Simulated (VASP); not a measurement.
# GeSb2O (Cmmm) in VASP: single point with PBE

Aim: the single point of GeSb2O with PBE.

Program: VASP 6.6.1. These are calculated values, not measurements. Logs are shortened: lines on timing, memory, paths and dates and some standing lists are left out, and cuts for length are marked.

### 1 The cell of the first run

It takes space group Cmmm (No. 65, orthorhombic). The conventional cell has a = 5.773 Å, b = 6.322 Å, c = 4.634 Å, α = 90.00°, β = 90.00°, γ = 90.00°. Ge (site symmetry mmm) has 12 Sb at 2.81 to 4.02 Å and 8 O at 3.70 to 3.92 Å within 4.1 Å. Within 2.1 Å of Sb (site symmetry m2m) lie 1 O at 1.58 Å. O (site symmetry mmm) has 2 Sb at 1.58 Å within 2.1 Å.

The cell was generated, and may not be a known phase.

### 2 Single point, PBE

The input, INCAR:

```
PREC = Accurate ; ENCUT = 700
EDIFF = 1E-6 ; ISMEAR = 0
SIGMA = 0.1 ; LREAL = False
LASPH = True ; NELM = 120
ALGO = Normal ; ISIF = 2
LWAVE = False ; LCHARG = False
GGA = PE ; NBANDS = 33
GGA_COMPAT = False
```

The input, KPOINTS:

```
Automatic mesh
0
Gamma
  4 4 4
```

The input, POSCAR:

```
GeSb2O
1.0
    2.8863792400     -3.1608551400      0.0000000000
    2.8863792400      3.1608551400      0.0000000000
    0.0000000000      0.0000000000      4.6336899800
Ge Sb O
1 2 1
Direct
    0.5000000000      0.5000000000      0.0000000000
    0.2491795400      0.7508204600      0.5000000000
    0.7508204600      0.2491795400      0.5000000000
    0.0000000000      0.0000000000      0.5000000000
```

Potentials or basis: VASP PAW PBE potentials, release 64 (Ge_d, Sb_d_GW, O).

On the command line:

```
$ cat potpaw_PBE.64/Ge_d/POTCAR potpaw_PBE.64/Sb_d_GW/POTCAR potpaw_PBE.64/O/POTCAR > POTCAR
$ mpirun -np 1 vasp_std > vasp.out
```

OUTCAR:

```text
PREC = Accurate
   ENCUT = 700
   EDIFF = 1E-6
   ISMEAR = 0
   LREAL = False
   LASPH = True
   NELM = 120
   ISIF = 2
   GGA = PE

 ion  position               nearest neighbor table
   1  0.500  0.500  0.000-   2 2.81   3 2.81   2 2.81   3 2.81
   2  0.249  0.751  0.500-   4 1.58   1 2.81   1 2.81   3 2.89   3 2.89   3 3.15   3 3.17
   3  0.751  0.249  0.500-   4 1.58   1 2.81   1 2.81   2 2.89   2 2.89   2 3.15   2 3.17
   4  0.000  0.000  0.500-   2 1.58   3 1.58

  LATTYP: Found a base centered orthorhombic cell.
 ALAT       =     5.7727584800
 B/A-ratio  =     1.0950934985
 C/A-ratio  =     0.8026821139

  Lattice vectors:

 A1 = (   2.8863792400,  -3.1608551400,   0.0000000000)
 A2 = (   2.8863792400,   3.1608551400,   0.0000000000)
 A3 = (   0.0000000000,   0.0000000000,   4.6336899800)

Analysis of symmetry for initial positions (statically):
=====================================================================
 Subroutine PRICEL returns:
 Original cell was already a primitive cell.

 Routine SETGRP: Setting up the symmetry group for a
 base centered orthorhombic supercell.

 Subroutine GETGRP returns: Found  8 space group operations
 (whereof  8 operations were pure point group operations)
 out of a pool of  8 trial point group operations.

The static configuration has the point symmetry D_2h.

Analysis of symmetry for dynamics (positions and initial velocities):
=====================================================================
 Subroutine PRICEL returns:
 Original cell was already a primitive cell.

 Routine SETGRP: Setting up the symmetry group for a
 base centered orthorhombic supercell.

 Subroutine GETGRP returns: Found  8 space group operations
 (whereof  8 operations were pure point group operations)
 out of a pool of  8 trial point group operations.

The dynamic configuration has the point symmetry D_2h.

 Subroutine INISYM returns: Found  8 space group operations
 (whereof  8 operations are pure point group operations),
 and found     1 'primitive' translations

----------------------------------------------------------------------------------------

                                     Primitive cell

  volume of cell :      84.5503

  direct lattice vectors                    reciprocal lattice vectors
     2.886379240 -3.160855140  0.000000000     0.173227410 -0.158185041  0.000000000
     2.886379240  3.160855140  0.000000000     0.173227410  0.158185041  0.000000000
     0.000000000  0.000000000  4.633689980     0.000000000  0.000000000  0.215810726

  length of vectors
     4.280442773  4.280442773  4.633689980     0.234585257  0.234585257  0.215810726

  position of ions in fractional coordinates (direct lattice)
     0.500000000  0.500000000  0.000000000
     0.249179540  0.750820460  0.500000000
     0.750820460  0.249179540  0.500000000
     0.000000000  0.000000000  0.500000000

  ion indices of the primitive-cell ions
   primitive index   ion index
                 1           1
                 2           2
                 3           3
                 4           4

----------------------------------------------------------------------------------------

 KPOINTS: Automatic mesh

Automatic generation of k-mesh.
 Grid dimensions read from file:
 generate k-points for:    4    4    4

 Generating k-lattice:

  Cartesian coordinates                     Fractional coordinates (reciprocal lattice)
     0.043306852 -0.039546260  0.000000000     0.250000000  0.000000000  0.000000000
     0.043306852  0.039546260  0.000000000     0.000000000  0.250000000  0.000000000
     0.000000000  0.000000000  0.053952682     0.000000000  0.000000000  0.250000000

  Length of vectors
     0.058646314  0.058646314  0.053952682

  Shift w.r.t. Gamma in fractional coordinates (k-lattice)
     0.000000000  0.000000000  0.000000000

 Subroutine IBZKPT returns following result:
 ===========================================

 Found     21 irreducible k-points:

 Following reciprocal coordinates:
            Coordinates               Weight
  0.000000  0.000000  0.000000      1.000000
  0.250000 -0.000000  0.000000      4.000000
  0.500000 -0.000000  0.000000      2.000000
  0.250000  0.250000  0.000000      2.000000
  0.500000  0.250000  0.000000      4.000000
 -0.250000  0.250000  0.000000      2.000000
[... 13 lines left out ...]
 -0.250000  0.250000  0.500000      2.000000
  0.500000  0.500000  0.500000      1.000000
   k-points           NKPTS =     21   k-points in BZ     NKDIM =     21   number of bands    NBANDS=     33
   number of dos      NEDOS =    301   number of ions     NIONS =      4
   total plane-waves  NPLWV =  64000
   dimension x,y,z NGX =    40 NGY =   40 NGZ =   40
   dimension x,y,z NGXF=    80 NGYF=   80 NGZF=   80
   ions per type =               1   2   1
   NGX,Y,Z   is equivalent  to a cutoff of  15.54, 15.54, 14.35 a.u.
   NGXF,Y,Z  is equivalent  to a cutoff of  31.07, 31.07, 28.70 a.u.
 SYSTEM =  unknown system
   PREC   = accura    normal or accurate (medium, high low for compatibility)
   ISTART =      0    job   : 0-new  1-cont  2-samecut
   ICHARG =      2    charge: 1-file 2-atom 10-const
   ISPIN  =      1    spin polarized calculation?
   LNONCOLLINEAR =      F non collinear calculations
   LSORBIT =      F    spin-orbit coupling
   LASPH  =      T    aspherical Exc in radial PAW
   ENCUT  =  700.0 eV  51.45 Ry    7.17 a.u.   9.23  9.23 10.00*2*pi/ulx,y,z
   NELM   =    120;   NELMIN=  2; NELMDL= -5     # of ELM steps
   EDIFF  = 0.1E-05   stopping-criterion for ELM
   LREAL  =      F    real-space projection
   EDIFFG = 0.1E-04   stopping-criterion for IOM
   NSW    =      0    number of steps for IOM
   IBRION =     -1    ionic relax: 0-MD 1-quasi-New 2-CG
   NFREE  =      0    steps in history (QN), initial steepest desc. (CG)
   ISIF   =      2    stress and relaxation
   ISYM   =      2    0-nonsym 1-usesym 2-fastsym
   POTIM  = 0.5000    time-step for ionic-motion
   TEBEG  =    0.0;   TEEND  =   0.0 temperature during run
   PSTRESS=    0.0 pullay stress
   NELECT =      50.0000    total number of electrons
   NUPDOWN=      -1.0000    fix difference up-down
   EMIN   =  10.00;   EMAX   =-10.00  energy-range for DOS
   EFERMI =   0.00;   METHOD = LEGACY
   ISMEAR =     0;   SIGMA  =   0.10  broadening in eV -4-tet -1-fermi 0-gaus
   EFERMI_NEDOS =   21; number of points for ismear=-14 and -15
   IALGO  =     38    algorithm
   IMIX   =      4    mixing-type and parameters
     AMIX     =   0.40;   BMIX     =  1.00
     AMIX_MAG =   1.60;   BMIX_MAG =  1.00
  volume/ion in A,a.u.               =      21.14       142.64
  Fermi-wavevector in a.u.,A,eV,Ry     =   1.374126  2.596721 25.690819  1.888222
  Thomas-Fermi vector in A             =   2.499581
   LORBIT       =      0    0 simple, 1 ext, 2 COOP (PROOUT), +10 PAW based schemes
   GGA     = PE    functional components
   LHFCALC =     F    Hartree Fock is set to
   AEXX    =    0.0000 exact exchange contribution
   IVDW    =     0    specifies the selected vdW correction
   LEPSILON=     F    determine dielectric tensor
   LRPA    =     F    only Hartree local field effects (RPA)
 non-spin polarized calculation
 Gauss-broadening in eV      SIGMA  =   0.10
  energy-cutoff  :      700.00
  volume of cell :       84.55
 maximum number of plane-waves:      3608
 NGX is ok and might be reduce to    40
   NGX = 19   NGY = 19   NGZ = 19

 number of electron      50.0000008 magnetization

 Free energy of the ion-electron system (eV)
  ---------------------------------------------------
  ext. energy  EPLUGINS =         0.00000000
  ---------------------------------------------------
  free energy    TOTEN  =       -10.50462596 eV

  energy without entropy =      -10.49308566  energy(sigma->0) =      -10.49885581

 E-fermi :   6.2001     XC(G=0): -10.1862

 val. band max:        6.1654711292   @ k =   0.2500  -0.0000   0.5000
 cond. band min:       6.2100562035   @ k =   0.2500   0.2500   0.2500
 fundamental gap:      0.0445850743
 Fermi energy:         6.2001389742

 k-point     1 :       0.0000    0.0000    0.0000
  band No.  band energies     occupation
      1     -25.6347      2.00000
      2     -24.6698      2.00000
      3     -24.0513      2.00000
      4     -23.9846      2.00000
      5     -23.8931      2.00000
      6     -23.8851      2.00000
[... 25 lines left out ...]
     32      12.9679      0.00000
     33      13.0590      0.00000

 k-point     2 :       0.2500   -0.0000    0.0000
  band No.  band energies     occupation
      1     -25.6015      2.00000
      2     -24.7128      2.00000
      3     -24.0206      2.00000
      4     -23.9784      2.00000
      5     -23.8923      2.00000
      6     -23.8570      2.00000
[... 25 lines left out ...]
     32      12.7696      0.00000
     33      13.3776      0.00000

 k-point     3 :       0.5000   -0.0000    0.0000
  band No.  band energies     occupation
      1     -25.5649      2.00000
      2     -24.7590      2.00000
      3     -23.9721      2.00000
      4     -23.9710      2.00000
      5     -23.9008      2.00000
      6     -23.8996      2.00000
[... 25 lines left out ...]
     32      13.3587      0.00000
     33      13.7950      0.00000

 k-point     4 :       0.2500    0.2500    0.0000
  band No.  band energies     occupation
      1     -25.6126      2.00000
      2     -24.7004      2.00000
      3     -23.9912      2.00000
      4     -23.9911      2.00000
      5     -23.8802      2.00000
      6     -23.8802      2.00000
[... 565 lines left out ...]
     32      13.4720      0.00000
     33      13.9023      0.00000

 k-point    20 :      -0.2500    0.2500    0.5000
  band No.  band energies     occupation
      1     -25.5662      2.00000
      2     -24.7610      2.00000
      3     -24.0017      2.00000
      4     -23.9705      2.00000
      5     -23.9025      2.00000
      6     -23.8858      2.00000
[... 25 lines left out ...]
     32      12.5987      0.00000
     33      13.1790      0.00000

 k-point    21 :       0.5000    0.5000    0.5000
  band No.  band energies     occupation
      1     -25.5915      2.00000
      2     -24.7377      2.00000
      3     -24.0001      2.00000
      4     -23.9302      2.00000
      5     -23.9299      2.00000
      6     -23.8802      2.00000
[... 25 lines left out ...]
     32      15.0724      0.00000
     33      15.8548      0.00000

------------------------ aborting loop because EDIFF is reached ----------------------------------------

  FORCE on cell =-STRESS in cart. coord.  units (eV):
  Direction    XX          YY          ZZ          XY          YZ          ZX
  --------------------------------------------------------------------------------------
  -------------------------------------------------------------------------------------
  Total        6.7111978     77.8996055      3.8491984     -0.0000000      0.0000000      0.0000000
  in kB      127.1732201   1476.1513438     72.9400278     -0.0000000      0.0000000      0.0000000
  external PRESSURE =     558.7548639 kB  Pullay stress =       0.0000000 kB

 VOLUME and BASIS-vectors are now :
 -----------------------------------------------------------------------------
  energy-cutoff  :      700.00
  volume of cell :       84.55
      direct lattice vectors                 reciprocal lattice vectors
     2.886379240 -3.160855140  0.000000000     0.173227410 -0.158185041  0.000000000
     2.886379240  3.160855140  0.000000000     0.173227410  0.158185041  0.000000000
     0.000000000  0.000000000  4.633689980     0.000000000  0.000000000  0.215810726

 POSITION                                       TOTAL-FORCE (eV/Angst)
 -----------------------------------------------------------------------------------
      2.88638      0.00000      0.00000         0.000000     -0.000000     -0.000000
      2.88638      1.58561      2.31684        -0.000000    -22.171930      0.000000
      2.88638     -1.58561      2.31684        -0.000000     22.171930     -0.000000
      0.00000      0.00000      2.31684        -0.000000     -0.000000     -0.000000
 -----------------------------------------------------------------------------------
    total drift:                               -0.000000     -0.000000     -0.000000

  FREE ENERGIE OF THE ION-ELECTRON SYSTEM (eV)
  ---------------------------------------------------
  free  energy   TOTEN  =       -10.5046259572 eV

  energy  without entropy=      -10.4930856561  energy(sigma->0) =      -10.49885581
```

Wall time 72 s (1 thread of AMD EPYC 9R45 (Zen 5), shared host); peak memory 0.27 GiB.

What came out:

```
Free energy            : -10.5046 eV
Pressure               : 55.9 GPa
Largest force          : 22.172 eV/Å
Band gap on the k mesh : zero (bands 25 and 26 overlap by 0.95 eV)
```

Forces in eV/Å, atoms in the order of the input:
```
Ge    0.000   0.000   0.000
Sb    0.000 -22.172   0.000
Sb    0.000  22.172   0.000
O     0.000   0.000   0.000
```

Stress tensor (GPa, compression positive):
```
 12.72   0.00   0.00
  0.00 147.62   0.00
  0.00   0.00   7.29
```

Caveat: the k points lie up to 0.37 Å⁻¹ apart, too coarse for converged energies and pressures of a metal; spin-orbit coupling is left out, which moves the levels of the heavy elements; forces of over 1 eV/Å act on the atoms, so gaps and moduli don't describe the material at rest.

The gap in the log of VASP goes by the Fermi energy; the results here count the filled bands.